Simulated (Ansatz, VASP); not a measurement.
MgI2 in VASP and in Ansatz

The input INCAR:

```
SYSTEM = MgI2
PREC = Accurate ; ENCUT = 520
EDIFF = 1E-7 ; ISMEAR = 0
SIGMA = 0.02 ; LREAL = .FALSE.
LASPH = .TRUE. ; NELM = 80
ALGO = Normal ; ISIF = 2
LWAVE = .FALSE. ; LCHARG = .FALSE.
GGA = PS ; NBANDS = 15
```

Contents of KPOINTS:

```
regular mesh
0
G
  6 6 4
  0 0 0
```

File POSCAR:

```
MgI2
1.0
    3.9644990809     -0.0026999051      0.0404985762
   -1.9845877268      3.4374047772      0.0000030032
    0.0669045000      0.0386330600      6.7579034600
Mg I
1 2
Direct
    0.0000000000     -0.0847047449      0.0000000000
    0.3366228921      0.7106638185      0.7616671007
    0.6633771079      0.3740409264      0.2383328993
```

Input for Ansatz:

```yaml
crystal:
  lattice:
    - [3.9644990809, -0.0026999051, 0.0404985762]
    - [-1.9845877268, 3.4374047772, 3.0032e-06]
    - [0.0669045, 0.03863306, 6.75790346]
  atoms:
    - { symbol: Mg, position: [0.0, -0.0847047449, 0.0] }
    - { symbol: I, position: [0.3366228921, 0.7106638185, 0.7616671007] }
    - { symbol: I, position: [0.6633771079, 0.3740409264, 0.2383328993] }
basis:
  ecutwfc: 420
kpoints:
  mp_grid: { grid: [6, 6, 4] }
hamiltonian:
  xc: pbesol
scf:
  occupations: { method: gaussian, width: 0.02 }
output:
  forces: true
  stress: true
  eigenvalues: true
  populations: true
```

Alike in both runs: task single point; functional PBEsol; k mesh 6 × 6 × 4; occupations gaussian, width 0.02 eV; no spin polarisation.

```csv
,VASP,Ansatz
version,VASP 6.6.1,Ansatz 0.2.0
potentials or method,"VASP PAW PBE potentials, release 64 (Mg, I), cutoff 520 eV","scalar-relativistic, plane waves, PAW"
valence electrons in the cell,16,44
```

Ansatz gave:

| Property | Result |
| --- | --- |
| gap on the k mesh at the Fermi level (eV) | 3.32 |
| least direct gap on the mesh (eV) | 3.92 |
| pressure (GPa) | 8.2 |
| traceless stress, the component that is largest in VASP (GPa) | -4.16 |
| rms of the force components (eV/Å) | 1.390 |

Task: Which values does VASP return?

Result: gap on the k mesh at the Fermi level (eV): 3.31; least direct gap on the mesh (eV): 3.91; pressure (GPa): 8.3; traceless stress, the component that is largest in VASP (GPa): -4.20; rms of the force components (eV/Å): 1.403.

VASP's potentials were made for PBE, not for PBEsol. Atom by atom the forces differ by 0.013 eV/Å (rms over components). With one functional, cell and mesh, what is left measures potentials, basis and numerics. VASP's potentials hold 16 valence electrons a cell and Ansatz's 44, so a difference there can come from the potentials and not from the codes. Ansatz's warnings: structure snapped to symmetry.

Neither program's run includes spin-orbit coupling.
